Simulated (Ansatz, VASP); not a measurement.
One calculation of TiN, two programs

File INCAR:

```
SYSTEM = TiN
  PREC = Accurate
  ENCUT = 520
  EDIFF = 1E-7
  ISMEAR = -1
  SIGMA = 0.1
  LREAL = .False.
  LASPH = .True.
  NELM = 60
  ALGO = Normal
  ISIF = 2
  LWAVE = .False.
  LCHARG = .False.
  GGA = PS
  NBANDS = 16
```

KPOINTS

```
Automatic mesh
0
Gamma
  17 17 17
  0 0 0
```

Contents of POSCAR:

```
TiN
1.0
    0.0000000000      2.0593566416      2.0593566416
    2.0593566416      0.0000000000      2.0593566416
    2.0593566416      2.0593566416      0.0000000000
Ti N
1 1
Direct
    0.0000000000      0.0000000000      0.0000000000
    0.5000000000      0.5000000000      0.5000000000
```

Input for Ansatz:

```yaml
crystal:
  lattice:
    - [0.0, 2.0593566416, 2.0593566416]
    - [2.0593566416, 0.0, 2.0593566416]
    - [2.0593566416, 2.0593566416, 0.0]
  atoms:
    - { symbol: Ti, position: [0.0, 0.0, 0.0] }
    - { symbol: "N", position: [0.5, 0.5, 0.5] }
kpoints:
  mp_grid: { grid: [17, 17, 17] }
scf:
  occupations: { method: fermi_dirac, width: 0.1 }
hamiltonian:
  xc: pbesol
  pseudopotentials: { kind: all_electron, lapw: { basis_error: 0.001 } }
output:
  forces: true
  stress: true
  eigenvalues: true
  populations: true
```

Change from the starting cell: volume scaled by 0.94, LAPW.

Alike in both runs: task single point; functional PBEsol; k mesh 17 × 17 × 17; occupations fermi-dirac, width 0.1 eV; no spin polarisation.

```csv
,VASP,Ansatz
version,VASP 6.6.1,Ansatz 0.2.0
potentials or method,"VASP PAW PBE potentials, release 64 (Ti_sv, N), cutoff 520 eV","all-electron LAPW, scalar-relativistic"
```

|  | VASP | Ansatz | Ansatz less VASP |
| --- | --- | --- | --- |
| pressure (GPa) | 21.6 | 21.2 | -0.49 |

VASP's potentials were made for PBE, not for PBEsol. Ansatz ran all-electron here, and VASP with PAW potentials.
